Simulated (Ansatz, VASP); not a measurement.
# One calculation of PbF2, two programs

File INCAR:

```
ALGO = Normal ; EDIFF = 1E-6
ENCUT = 600 ; GGA = PE
GGA_COMPAT = False ; ISIF = 2
ISMEAR = 0 ; LASPH = True
LCHARG = False ; LREAL = False
LWAVE = False ; NBANDS = 21
NELM = 120 ; PREC = Accurate
SIGMA = 0.01
```

KPOINTS

```
k-points
0
Gamma
  6 6 6
```

The input POSCAR:

```
PbF2
1.0
    0.0000000000      2.9604388884      2.9604388884
    2.9604388884      0.0000000000      2.9604388884
    2.9604388884      2.9604388884      0.0000000000
Pb F
1 2
Direct
    0.0000000000      0.0000000000      0.0000000000
    0.2500000000      0.2500000000      0.2500000000
    0.7500000000      0.7500000000      0.7500000000
```

Input for Ansatz:

```yaml
crystal:
  lattice:
    - [0.0, 2.9604388884, 2.9604388884]
    - [2.9604388884, 0.0, 2.9604388884]
    - [2.9604388884, 2.9604388884, 0.0]
  atoms:
    - { symbol: Pb, position: [0.0, 0.0, 0.0] }
    - { symbol: F, position: [0.25, 0.25, 0.25] }
    - { symbol: F, position: [0.75, 0.75, 0.75] }
kpoints:
  mp_grid: { grid: [6, 6, 6] }
hamiltonian:
  xc: pbe
scf:
  occupations: { method: fixed }
  n_extra_bands: 4
output:
  forces: true
  stress: true
  eigenvalues: true
```

Alike in both runs: task single point; functional PBE; k mesh 6 × 6 × 6; no spin polarisation.

|  | VASP | Ansatz |
| --- | --- | --- |
| version | VASP 6.6.1 | Ansatz 0.2.0 |
| potentials or method | VASP PAW PBE potentials, release 64 (Pb_d, F) | plane waves, PAW |
| plane-wave cutoff (eV) | 600 | 420 |
| occupations | gaussian, width 0.01 eV | fixed |
| valence electrons in the cell | 28 | 28 |

```csv
,VASP,Ansatz,Ansatz less VASP
gap on the k mesh at the Fermi level (eV),4.44,4.44,+0.003
pressure (GPa),2.7,2.9,+0.25
```

Neither program's run includes spin-orbit coupling.
